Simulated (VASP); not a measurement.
# BN in VASP: a series of runs, part 2 of 2

VASP 6.6.1.

## (3) Single point, PBE

INCAR

```
PREC = Accurate
ENCUT = 520
EDIFF = 1E-6
ISMEAR = 0
SIGMA = 0.1
LREAL = F
LASPH = T
NELM = 80
ALGO = Normal
ISIF = 2
LWAVE = F
LCHARG = F
GGA = PE
NBANDS = 26
```

KPOINTS

```
regular mesh
0
Gamma
  6 4 4
```

POSCAR

```
BN
1.0
   -1.8125437599     -0.0000046416     -1.8125455078
   -1.8123089749     -3.6243567210      1.8123005751
   -1.8123387178      3.6243878316      1.8123512668
B N
4 4
Direct
    0.5000023012      0.8749986111      0.1250063540
    0.0000013378      0.3749986279      0.1250073262
    0.0000015021      0.8749974396      0.6250055915
    0.4999994675      0.3749972450      0.6250072958
   -0.0000007073      0.7500025588      0.2499932821
    0.4999984731      0.2500023452      0.2499947206
    0.4999987133      0.7500012874      0.7499923854
   -0.0000010878      0.2500018850      0.7499930442
```

Potentials or basis: VASP PAW PBE potentials, release 64 (B, N).

Started as:

```
> cat potpaw_PBE.64/B/POTCAR potpaw_PBE.64/N/POTCAR > POTCAR
> mpirun -np 1 vasp_std > vasp.out
```

OUTCAR:

```text
PREC = Accurate
   ENCUT = 520
   EDIFF = 1E-6
   ISMEAR = 0
   LREAL = F
   LASPH = T
   NELM = 80
   ISIF = 2
   GGA = PE

 ion  position               nearest neighbor table
   1  0.500  0.875  0.125-   6 1.57   7 1.57   5 1.57   5 1.57
   2  0.000  0.375  0.125-   5 1.57   8 1.57   6 1.57   6 1.57
   3  0.000  0.875  0.625-   8 1.57   5 1.57   7 1.57   7 1.57
   4  0.500  0.375  0.625-   7 1.57   6 1.57   8 1.57   8 1.57
   5  1.000  0.750  0.250-   2 1.57   3 1.57   1 1.57   1 1.57
   6  0.500  0.250  0.250-   1 1.57   4 1.57   2 1.57   2 1.57
   7  0.500  0.750  0.750-   4 1.57   1 1.57   3 1.57   3 1.57
   8  1.000  0.250  0.750-   3 1.57   2 1.57   4 1.57   4 1.57

  LATTYP: Found a simple monoclinic cell.
 ALAT       =     4.4390155255
 B/A-ratio  =     0.5774535342
 C/A-ratio  =     1.0000131200
 COS(beta)  =    -0.3332652787

  Lattice vectors:

 A1 = (  -1.8123089749,  -3.6243567210,   1.8123005751)
 A2 = (   1.8125437599,   0.0000046416,   1.8125455078)
 A3 = (  -1.8123387178,   3.6243878316,   1.8123512668)

Analysis of symmetry for initial positions (statically):
=====================================================================
 Subroutine PRICEL returns following result:

  LATTYP: Found a body centered orthorhombic cell.
 ALAT       =     2.5630219217
 B/A-ratio  =     1.0001199282
 C/A-ratio  =     1.4141003888

  Lattice vectors:

 A1 = (  -1.8124461923,   1.8121901127,  -0.0000950639)
 A2 = (   1.8124366183,   1.8121801832,   0.0001151123)
 A3 = (  -0.0001074745,  -1.8121977189,  -1.8124463307)

   4 primitive cells build up your supercell.

 Routine SETGRP: Setting up the symmetry group for a
 simple monoclinic supercell.

 Subroutine GETGRP returns: Found  2 space group operations
 (whereof  2 operations were pure point group operations)
 out of a pool of  4 trial point group operations.

The static configuration has the point symmetry C_1h.

Analysis of symmetry for dynamics (positions and initial velocities):
=====================================================================
 Subroutine PRICEL returns following result:

  LATTYP: Found a body centered orthorhombic cell.
 ALAT       =     2.5630219217
 B/A-ratio  =     1.0001199282
 C/A-ratio  =     1.4141003888

  Lattice vectors:

 A1 = (  -1.8124461923,   1.8121901127,  -0.0000950639)
 A2 = (   1.8124366183,   1.8121801832,   0.0001151123)
 A3 = (  -0.0001074745,  -1.8121977189,  -1.8124463307)

   4 primitive cells build up your supercell.

 Routine SETGRP: Setting up the symmetry group for a
 simple monoclinic supercell.

 Subroutine GETGRP returns: Found  2 space group operations
 (whereof  2 operations were pure point group operations)
 out of a pool of  4 trial point group operations.

The dynamic configuration has the point symmetry C_1h.

 Subroutine INISYM returns: Found  2 space group operations
 (whereof  2 operations are pure point group operations),
 and found     4 'primitive' translations

----------------------------------------------------------------------------------------
[... 42 lines left out ...]

 Subroutine IBZKPT returns following result:
 ===========================================

 Found     40 irreducible k-points:

 Following reciprocal coordinates:
            Coordinates               Weight
  0.000000  0.000000  0.000000      1.000000
  0.166667 -0.000000 -0.000000      2.000000
  0.333333 -0.000000 -0.000000      2.000000
  0.500000 -0.000000  0.000000      1.000000
  0.000000  0.250000 -0.000000      2.000000
  0.166667  0.250000  0.000000      4.000000
[... 16 lines left out ...]
  0.333333  0.500000  0.250000      4.000000
  0.500000  0.500000  0.250000      2.000000
 [... further k-points ...]
   k-points           NKPTS =     40   k-points in BZ     NKDIM =     40   number of bands    NBANDS=     26
   number of dos      NEDOS =    301   number of ions     NIONS =      8
   total plane-waves  NPLWV =  25920
   dimension x,y,z NGX =    20 NGY =   36 NGZ =   36
   dimension x,y,z NGXF=    40 NGYF=   72 NGZF=   72
   ions per type =               4   4
   NGX,Y,Z   is equivalent  to a cutoff of  12.97, 13.48, 13.48 a.u.
   NGXF,Y,Z  is equivalent  to a cutoff of  25.94, 26.96, 26.96 a.u.
 SYSTEM =  unknown system
   PREC   = accura    normal or accurate (medium, high low for compatibility)
   ISTART =      0    job   : 0-new  1-cont  2-samecut
   ICHARG =      2    charge: 1-file 2-atom 10-const
   ISPIN  =      1    spin polarized calculation?
   LNONCOLLINEAR =      F non collinear calculations
   LSORBIT =      F    spin-orbit coupling
   LASPH  =      T    aspherical Exc in radial PAW
   ENCUT  =  520.0 eV  38.22 Ry    6.18 a.u.   4.77  8.25  8.25*2*pi/ulx,y,z
   NELM   =     80;   NELMIN=  2; NELMDL= -5     # of ELM steps
   EDIFF  = 0.1E-05   stopping-criterion for ELM
   LREAL  =      F    real-space projection
   EDIFFG = 0.1E-04   stopping-criterion for IOM
   NSW    =      0    number of steps for IOM
[... 5 lines left out ...]
   TEBEG  =    0.0;   TEEND  =   0.0 temperature during run
   PSTRESS=    0.0 pullay stress
   NELECT =      32.0000    total number of electrons
   NUPDOWN=      -1.0000    fix difference up-down
   EMIN   =  10.00;   EMAX   =-10.00  energy-range for DOS
   EFERMI =   0.00;   METHOD = LEGACY
   ISMEAR =     0;   SIGMA  =   0.10  broadening in eV -4-tet -1-fermi 0-gaus
   EFERMI_NEDOS =   21; number of points for ismear=-14 and -15
   IALGO  =     38    algorithm
   IMIX   =      4    mixing-type and parameters
     AMIX     =   0.40;   BMIX     =  1.00
     AMIX_MAG =   1.60;   BMIX_MAG =  1.00
  volume/ion in A,a.u.               =       5.95        40.17
  Fermi-wavevector in a.u.,A,eV,Ry     =   1.433900  2.709679 27.974534  2.056070
  Thomas-Fermi vector in A             =   2.553368
   LORBIT       =      0    0 simple, 1 ext, 2 COOP (PROOUT), +10 PAW based schemes
   GGA     = PE    functional components
   LHFCALC =     F    Hartree Fock is set to
   AEXX    =    0.0000 exact exchange contribution
   IVDW    =     0    specifies the selected vdW correction
   LEPSILON=     F    determine dielectric tensor
   LRPA    =     F    only Hartree local field effects (RPA)
 non-spin polarized calculation
 Gauss-broadening in eV      SIGMA  =   0.10
  energy-cutoff  :      520.00
  volume of cell :       47.62
 maximum number of plane-waves:      1321
 NGX is ok and might be reduce to    20
   NGX =  9   NGY = 17   NGZ = 17

 number of electron      32.0000008 magnetization

 Free energy of the ion-electron system (eV)
  ---------------------------------------------------
  ext. energy  EPLUGINS =         0.00000000
  ---------------------------------------------------
  free energy    TOTEN  =       -69.80110124 eV

  energy without entropy =      -69.80110124  energy(sigma->0) =      -69.80110124

 E-fermi :   7.7474     XC(G=0): -12.7822

 val. band max:        7.3056337331   @ k =   0.0000   0.0000   0.0000
 cond. band min:      11.7536194812   @ k =   0.0000   0.0000   0.0000
 fundamental gap:      4.4479857481
 Fermi energy:         7.7474022892

 k-point     1 :       0.0000    0.0000    0.0000
  band No.  band energies     occupation
      1     -12.8350      2.00000
      2      -8.6557      2.00000
      3      -8.6555      2.00000
      4      -7.2992      2.00000
      5      -3.3117      2.00000
      6      -3.3116      2.00000
[... 685 lines left out ...]
     25      19.1066      0.00000
     26      19.1066      0.00000

 [... further k-points ...]

------------------------ aborting loop because EDIFF is reached ----------------------------------------

  FORCE on cell =-STRESS in cart. coord.  units (eV):
  Direction    XX          YY          ZZ          XY          YZ          ZX
  --------------------------------------------------------------------------------------
  -------------------------------------------------------------------------------------
  Total        0.0715191      0.0732668      0.0715193      0.0013773     -0.0013772     -0.0040332
  in kB        2.4061085      2.4649060      2.4061133      0.0463377     -0.0463325     -0.1356873
  external PRESSURE =       2.4257092 kB  Pullay stress =       0.0000000 kB

 VOLUME and BASIS-vectors are now :
 -----------------------------------------------------------------------------
  energy-cutoff  :      520.00
  volume of cell :       47.62
      direct lattice vectors                 reciprocal lattice vectors
    -1.812543760 -0.000004642 -1.812545508    -0.275855434  0.000000797 -0.275855118
    -1.812308975 -3.624356721  1.812300575    -0.137944844 -0.137956454  0.137945064
    -1.812338718  3.624387832  1.812351267    -0.137944013  0.137953393  0.137943527

 POSITION                                       TOTAL-FORCE (eV/Angst)
 -----------------------------------------------------------------------------------
     -2.71860     -2.71824      0.90604         0.000401      0.000185     -0.000401
     -0.90617     -0.90605      0.90616         0.000401      0.000185     -0.000401
     -2.71849     -0.90604      2.71849         0.000401      0.000185     -0.000401
     -2.71861      0.90614      0.90607         0.000401      0.000185     -0.000401
     -3.62485     -1.81221     -0.00024        -0.000401     -0.000185      0.000401
     -1.81243     -0.00002     -0.00011        -0.000401     -0.000185      0.000401
     -3.62474     -0.00001      1.81221        -0.000401     -0.000185      0.000401
     -3.62486      1.81217     -0.00021        -0.000401     -0.000185      0.000401
 -----------------------------------------------------------------------------------
    total drift:                               -0.005721      0.000006     -0.005720

  FREE ENERGIE OF THE ION-ELECTRON SYSTEM (eV)
  ---------------------------------------------------
  free  energy   TOTEN  =       -69.8011012384 eV

  energy  without entropy=      -69.8011012384  energy(sigma->0) =      -69.80110124
```

Run time: 96 s. Hardware: 1 thread of Intel Xeon 8259CL, shared host; peak memory 0.18 GiB.

What came out:

```
Free energy            : -69.8011 eV
Pressure               : 0.2 GPa
Band gap on the k mesh : 4.45 eV
```

Levels at points of the mesh, in eV from the valence-band top:
| k point | band 12 | band 13 | band 14 | band 15 | band 16 | band 17 | band 18 | band 19 | band 20 | band 21 |
| --- | --- | --- | --- | --- | --- | --- | --- | --- | --- | --- |
| (0.00, 0.00, 0.00) | -1.93 | -1.93 | 0.00 | 0.00 | 0.00 | 4.45 | 8.78 | 8.78 | 8.78 | 9.18 |
| (0.50, 0.00, 0.00) | -6.45 | -5.55 | -5.55 | -2.08 | -2.08 | 9.56 | 9.56 | 9.68 | 9.68 | 12.10 |
| (0.00, 0.50, 0.00) | -3.63 | -1.12 | -1.12 | -1.12 | -1.12 | 7.51 | 7.51 | 9.56 | 9.56 | 10.29 |
| (0.50, 0.50, 0.00) | -5.12 | -3.63 | -3.63 | -3.63 | -3.63 | 7.52 | 7.52 | 7.52 | 7.52 | 13.02 |
| (0.00, 0.00, 0.50) | -3.63 | -1.12 | -1.12 | -1.12 | -1.12 | 7.51 | 7.51 | 9.56 | 9.56 | 10.29 |
| (0.50, 0.00, 0.50) | -5.12 | -3.63 | -3.63 | -3.63 | -3.63 | 7.52 | 7.52 | 7.52 | 7.52 | 13.02 |
| (0.00, 0.50, 0.50) | -2.99 | -2.99 | -2.99 | -2.08 | -2.08 | 6.76 | 6.76 | 9.67 | 9.67 | 11.47 |
| (0.50, 0.50, 0.50) | -4.86 | -1.93 | -1.93 | -1.92 | -1.92 | 4.45 | 4.45 | 9.19 | 9.19 | 10.04 |

A k mesh can miss the band edges.
